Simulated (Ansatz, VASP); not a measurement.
# Al2Pt in VASP and in Ansatz

```
CELL_PARAMETERS angstrom
0.00000 2.95500 2.95500
2.95500 0.00000 2.95500
2.95500 2.95500 0.00000
ATOMIC_POSITIONS crystal
Pt 0.00000 0.00000 0.00000
Al 0.75000 0.75000 0.75000
Al 0.25000 0.25000 0.25000
```

Alike in both runs: functional PBE; k mesh 8 × 8 × 8; occupations fermi-dirac, width 0.05 eV; non-collinear spin, spin-orbit coupling.

|  | VASP | Ansatz |
| --- | --- | --- |
| version | VASP 6.6.1 | Ansatz 0.2.0 |
| potentials or method | VASP PAW PBE potentials, release 64 (Pt_sv_GW, Al) | Ansatz PAW |
| plane-wave cutoff (eV) | 500 | 420 |
| valence electrons in the cell | 24 | 24 |
| task | single point | band structure |

VASP gave:

```
pressure (GPa)           : 1.3
net moment per atom (μB) : 0.00
```

**Question.** Which values does Ansatz return?

**Answer.** Pressure (GPa): 2.0; net moment per atom (μB): 0.00.

With one functional, cell and mesh, what is left measures potentials, basis and numerics.
